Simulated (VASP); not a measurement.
## Ga2O3: single point with PBE

Ga2O3:

```xyz
10
Lattice="6.1274 -1.5196 -0.0026 6.1274 1.5196 -0.0026 -1.3836 0.0000 5.6411" Properties=species:S:1:pos:R:3 pbc="T T T"
Ga    3.2335    0.0000    3.8655
Ga    7.6377    0.0000    1.7704
Ga   10.8617    0.0000    1.1530
Ga    0.0095    0.0000    4.4829
O     5.1437    0.0000    4.1929
O     5.7275    0.0000    1.4429
O     9.5266    0.0000    2.4578
O     1.3446    0.0000    3.1780
O     1.8613    0.0000    0.6148
O     9.0098    0.0000    5.0211
```

```yaml
Program: VASP 6.6.1
Task: single point
Functional: PBE
Potentials_or_basis: VASP PAW PBE potentials, release 64 (Ga_d, O)
Cutoff: 520 eV
k_mesh: 8 × 8 × 4
Occupations: fermi-dirac, width 0.02 eV
Spin: no spin polarisation
```

The pressure is 8.9 GPa and the largest force is 0.229 eV/Å. The band gap on the k mesh is 2.36 eV (least direct gap 2.38 eV).

Forces in eV/Å, atoms in the order of the input:
```
Ga   0.041  0.000  0.009
Ga  -0.041  0.000 -0.009
Ga  -0.014  0.000 -0.017
Ga   0.014  0.000  0.017
O   -0.070  0.000 -0.066
O    0.070  0.000  0.066
O    0.007  0.000  0.049
O   -0.007  0.000 -0.049
O    0.229  0.000  0.010
O   -0.229  0.000 -0.010
```

Stress tensor (GPa, compression positive):
```
8.60 0.00 0.24
0.00 9.58 0.00
0.24 0.00 8.57
```

Levels at points of the mesh, in eV from the valence-band top:
```
           k point  band 40  band 41  band 42  band 43  band 44  band 45  band 46  band 47  band 48  band 49
(0.00, 0.00, 0.00)    -0.68    -0.68    -0.48    -0.28    -0.02     2.36     5.67     6.73     6.74     7.78
(0.50, 0.00, 0.00)    -1.30    -0.77    -0.72    -0.46    -0.12     5.62     6.48     7.19     7.45     8.01
(0.50, 0.50, 0.00)    -1.08    -0.69    -0.67    -0.42    -0.15     4.52     4.77     5.85     6.57     7.97
(0.00, 0.00, 0.50)    -1.41    -0.65    -0.65    -0.50    -0.30     4.73     4.88     6.71     7.20     7.77
(0.50, 0.00, 0.50)    -1.26    -1.10    -1.04    -0.73    -0.64     6.86     6.90     7.81     7.99     8.44
(0.50, 0.50, 0.50)    -0.71    -0.64    -0.61    -0.59    -0.01     5.16     5.29     6.19     6.53     7.00
```

It took 7.2 min on 1 thread of Intel(R) Xeon(R) 6975P-C (Granite Rapids), with other jobs on the host, peak memory 0.52 GiB.

Caveat: the cell stands under pressure. A k mesh can miss the band edges.
